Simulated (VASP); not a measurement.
# ReRhO (P4/mmm) in VASP: notebook, part 2 of 2

VASP 6.6.1. Earlier steps stand in the parts before.

## Step 4: Single point, PBE, collinear spin, ferromagnetic start

This run uses another cell than the first one, of 16.03 Å³/atom.

The input, INCAR:

```
PREC     = Accurate       # precision mode
ENCUT    = 520            # plane-wave cutoff, eV
EDIFF    = 1E-6           # SCF threshold, eV
ISMEAR   = 0              # smearing method
SIGMA    = 0.1            # smearing width, eV
LREAL    = False          # projectors in reciprocal space
LASPH    = True           # aspherical terms in the spheres
NELM     = 150            # most SCF steps
ALGO     = Normal         # electronic algorithm
ISIF     = 2              # what is computed and relaxed
LWAVE    = False          # write WAVECAR
LCHARG   = True           # write CHGCAR
ISPIN    = 2              # spin polarisation
MAGMOM   = 1 1 0          # initial moments
LORBIT   = 11             # projections on sites
LMAXMIX  = 4              # l up to which the mixer works
GGA      = PE             # functional
LELF     = True           # ELF
LVHAR    = True         
NBANDS   = 25             # bands
```

The input, KPOINTS:

```
Automatic mesh
0
Gamma
  6 6 4
```

The input, POSCAR:

```
ReRhO
1.0
    3.5865541922      0.0000000000      0.0000000000
    0.0000000000      3.5865541922      0.0000000000
    0.0000000000      0.0000000000      3.7381177132
Re Rh O
1 1 1
Direct
    0.5000000000      0.5000000000      0.0000000000
    0.0000000000      0.0000000000      0.0000000000
    0.5000000000      0.5000000000      0.5000000000
```

Potentials or basis: VASP PAW PBE potentials, release 64 (Re, Rh_pv, O).

Launch:

```sh
$ cat potpaw_PBE.64/Re/POTCAR potpaw_PBE.64/Rh_pv/POTCAR potpaw_PBE.64/O/POTCAR > POTCAR
$ mpirun -np 1 vasp_std > vasp.out
```

OUTCAR:

```text
PREC = Accurate
   ENCUT = 520
   EDIFF = 1E-6
   ISMEAR = 0
   LREAL = False
   LASPH = True
   NELM = 150
   ISIF = 2
   ISPIN = 2
   LORBIT = 11
   GGA = PE

 ion  position               nearest neighbor table
   1  0.500  0.500  0.000-   3 1.87   3 1.87   2 2.54   2 2.54   2 2.54   2 2.54
   2  0.000  0.000  0.000-   1 2.54   1 2.54   1 2.54   1 2.54
   3  0.500  0.500  0.500-   1 1.87   1 1.87

  LATTYP: Found a simple tetragonal cell.
 ALAT       =     3.5865541922
 C/A-ratio  =     1.0422588125

  Lattice vectors:

 A1 = (   3.5865541922,   0.0000000000,   0.0000000000)
 A2 = (   0.0000000000,   3.5865541922,   0.0000000000)
 A3 = (   0.0000000000,   0.0000000000,   3.7381177132)

Analysis of symmetry for initial positions (statically):
=====================================================================
 Subroutine PRICEL returns:
 Original cell was already a primitive cell.

 Routine SETGRP: Setting up the symmetry group for a
 simple tetragonal supercell.

 Subroutine GETGRP returns: Found 16 space group operations
 (whereof 16 operations were pure point group operations)
 out of a pool of 16 trial point group operations.

The static configuration has the point symmetry D_4h.

Analysis of symmetry for dynamics (positions and initial velocities):
=====================================================================
 Subroutine PRICEL returns:
 Original cell was already a primitive cell.

 Routine SETGRP: Setting up the symmetry group for a
 simple tetragonal supercell.

 Subroutine GETGRP returns: Found 16 space group operations
 (whereof 16 operations were pure point group operations)
 out of a pool of 16 trial point group operations.

The dynamic configuration has the point symmetry D_4h.

Analysis of structural, dynamic, and magnetic symmetry:
=====================================================================
 Subroutine PRICEL returns:
[... 153 lines left out ...]

 Free energy of the ion-electron system (eV)
  ---------------------------------------------------
  ext. energy  EPLUGINS =         0.00000000
  ---------------------------------------------------
  free energy    TOTEN  =       -24.33623540 eV

  energy without entropy =      -24.32065296  energy(sigma->0) =      -24.32844418

 E-fermi :   5.6354     XC(G=0): -11.4111

 val. band max:        5.6306969450   @ k =   0.5000   0.5000   0.2500
 cond. band min:       5.6499745802   @ k =   0.5000   0.5000   0.5000
 fundamental gap:      0.0192776351
 Fermi energy:         5.6354384311

 spin component 1

 k-point     1 :       0.0000    0.0000    0.0000
  band No.  band energies     occupation
      1     -40.7323      1.00000
      2     -40.7323      1.00000
      3     -40.0429      1.00000
      4     -15.0273      1.00000
      5      -0.9089      1.00000
      6      -0.1065      1.00000
[... 661 lines left out ...]
     24      20.8804      0.00000
     25      21.2654      0.00000

 [... further k-points ...]

 spin component 2

 k-point     1 :       0.0000    0.0000    0.0000
  band No.  band energies     occupation
      1     -40.7323      1.00000
      2     -40.7323      1.00000
      3     -40.0428      1.00000
      4     -15.0272      1.00000
      5      -0.9092      1.00000
      6      -0.1068      1.00000
[... 661 lines left out ...]
     24      20.8804      0.00000
     25      21.2647      0.00000

 [... further k-points ...]
[... 5 lines left out ...]
  --------------------------------------------------------------------------------------
  -------------------------------------------------------------------------------------
  Total        0.0402204      0.0402204      1.3101708      0.0000000      0.0000000      0.0000000
  in kB        1.3401386      1.3401386     43.6546725      0.0000000      0.0000000      0.0000000
  external PRESSURE =      15.4449832 kB  Pullay stress =       0.0000000 kB

 VOLUME and BASIS-vectors are now :
 -----------------------------------------------------------------------------
  energy-cutoff  :      520.00
  volume of cell :       48.08
      direct lattice vectors                 reciprocal lattice vectors
     3.586554192  0.000000000  0.000000000     0.278819152  0.000000000  0.000000000
     0.000000000  3.586554192  0.000000000     0.000000000  0.278819152  0.000000000
     0.000000000  0.000000000  3.738117713     0.000000000  0.000000000  0.267514315

 POSITION                                       TOTAL-FORCE (eV/Angst)
 -----------------------------------------------------------------------------------
      1.79328      1.79328      0.00000         0.000000      0.000000      0.000000
      0.00000      0.00000      0.00000         0.000000      0.000000      0.000000
      1.79328      1.79328      1.86906         0.000000      0.000000      0.000000
 -----------------------------------------------------------------------------------
    total drift:                               -0.000000      0.000000     -0.000000

  FREE ENERGIE OF THE ION-ELECTRON SYSTEM (eV)
  ---------------------------------------------------
  free  energy   TOTEN  =       -24.3362354044 eV

  energy  without entropy=      -24.3206529625  energy(sigma->0) =      -24.32844418

 total charge

# of ion       s       p       d       tot
------------------------------------------
    1        0.662   0.627   4.759   6.048
    2        0.397   6.185   7.274  13.855
    3        1.578   3.441   0.000   5.018
--------------------------------------------------
tot          2.637  10.252  12.032  24.921

 magnetization (x)

# of ion       s       p       d       tot
------------------------------------------
    1       -0.000  -0.000  -0.001  -0.001
    2        0.000  -0.000   0.000   0.000
    3        0.000   0.000   0.000   0.000
--------------------------------------------------
tot         -0.000   0.000  -0.001  -0.001
```

OSZICAR:

```text
N       E                     dE             d eps       ncg     rms          rms(c)
DAV:   1     0.196714274248E+03    0.19671E+03   -0.15578E+04  4691   0.124E+03
DAV:   2    -0.201701709916E+02   -0.21688E+03   -0.20449E+03  4629   0.440E+02
DAV:   3    -0.270236005016E+02   -0.68534E+01   -0.67800E+01  4775   0.103E+02
DAV:   4    -0.270686320662E+02   -0.45032E-01   -0.44996E-01  4312   0.534E+00
DAV:   5    -0.270704158186E+02   -0.17838E-02   -0.17836E-02  4544   0.888E-01    0.417E+01
DAV:   6    -0.253531042089E+02    0.17173E+01   -0.13317E+01  4720   0.548E+01    0.122E+01
DAV:   7    -0.250747109012E+02    0.27839E+00   -0.10026E+01  4702   0.447E+01    0.159E+01
DAV:   8    -0.244562070534E+02    0.61850E+00   -0.35436E+00  4696   0.189E+01    0.732E+00
DAV:   9    -0.243397780175E+02    0.11643E+00   -0.42743E-01  4750   0.639E+00    0.838E-01
DAV:  10    -0.243361987132E+02    0.35793E-02   -0.40014E-02  4309   0.152E+00    0.296E-01
DAV:  11    -0.243362037519E+02   -0.50388E-05   -0.17937E-03  4623   0.507E-01    0.127E-01
DAV:  12    -0.243362193179E+02   -0.15566E-04   -0.89909E-05  4591   0.113E-01    0.626E-02
DAV:  13    -0.243362346014E+02   -0.15284E-04   -0.25384E-05  4456   0.563E-02    0.180E-02
DAV:  14    -0.243362354044E+02   -0.80300E-06   -0.46121E-06  3702   0.231E-02
   1 F= -.24336235E+02 E0= -.24328444E+02  d E =-.155824E-01  mag=    -0.0004
```

Wall time 42 s (1 thread of Intel Xeon 6975P-C (Granite Rapids), shared host); peak memory 0.21 GiB.

What came out:

* Free energy: -24.3362 eV
* Pressure: 1.5 GPa
* Band gap on the k mesh: zero (filled and empty bands overlap)
* Net moment: 0.00 μB per cell
* Valence electrons inside the program's atomic spheres: Re 6.05; Rh 13.86; O 5.02

Caveat: the k points lie up to 0.42 Å⁻¹ apart, too coarse for converged energies and pressures of a metal; spin-orbit coupling is left out, which moves the levels of the heavy elements.

## Step 5: Overview

```tsv
spin	cell	k mesh	gap on the mesh (eV)	pressure (GPa)	moment (μB)
off	a = 3.577, b = 3.577, c = 3.750 Å, 3 atoms	6 × 6 × 6	none	1.4	-
collinear, ferromagnetic start	a = 2.927, b = 2.927, c = 4.111 Å, 3 atoms	6 × 6 × 4	none	154.3	0.00
collinear, ferromagnetic start	a = 3.587, b = 3.587, c = 3.738 Å, 3 atoms	6 × 6 × 4	none	1.5	0.00
```

Alike in all rows: task single point; level PBE; potentials or basis VASP PAW PBE potentials, release 64 (Re, Rh_pv, O); cutoff (eV) 520; smearing gaussian 0.1 eV.

Caveats: some runs use coarse meshes; spin-orbit coupling is left out, which moves the levels of the heavy elements.

Total energies depend on the potentials used, so only differences within one code and one set of settings carry meaning.

The gap in the log of VASP goes by the Fermi energy; the results here count the filled bands.